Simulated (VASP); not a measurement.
Here is a VASP 6.6.1 calculation.

File INCAR:

```
SYSTEM = Hg
PREC = Accurate
ENCUT = 550
EDIFF = 1E-7
ISMEAR = -1
SIGMA = 0.1
LREAL = .False.
LASPH = .True.
NELM = 120
ALGO = Normal
ISIF = 3
LWAVE = .False.
LCHARG = .False.
GGA = RP
IBRION = 2
NSW = 80
EDIFFG = -0.01
GGA_COMPAT = .False.
NELMIN = 4
```

File KPOINTS:

```
regular mesh
0
Gamma
  12 12 12
  0 0 0
```

Contents of POSCAR:

```
Hg
1.0
    0.0000000000      2.2595506664      2.2595506664
    2.2595506664      0.0000000000      2.2595506664
    2.2595506664      2.2595506664      0.0000000000
Hg
1
Direct
    0.0000000000      0.0000000000      0.0000000000
```

Potentials or basis: VASP PAW PBE potentials, release 64 (Hg_sv_GW).

The run is started by

```console
$ cat potpaw_PBE.64/Hg_sv_GW/POTCAR > POTCAR
$ mpirun -np 1 vasp_std > vasp.out
```

Task: Predict the relaxed volume.

Result: 31.81 Å³/atom.

Task: What does it give for the relaxed cell?

Result: a = 3.557 Å, b = 3.557 Å, c = 3.557 Å, α = 60.00°, β = 60.00°, γ = 60.00°.

Task: Predict the space group after relaxing (to 0.1 Å).

Result: Fm-3m (No. 225).

Step by step:
```csv
step,energy change (eV),largest force (eV/Å),pressure (GPa),volume (Å³)
1,0.0000,0.0000,8.19,23.07
2,-0.1145,0.0000,1.86,27.24
3,-0.1291,0.0000,1.06,28.88
4,-0.1379,0.0000,-0.17,32.35
5,-0.1382,0.0000,-0.02,31.81
```

Caveat: the volume moved by over 15 % at a fixed basis, so the end points are rough; the PAW data sets were made with another functional, which shifts forces and pressure a little.
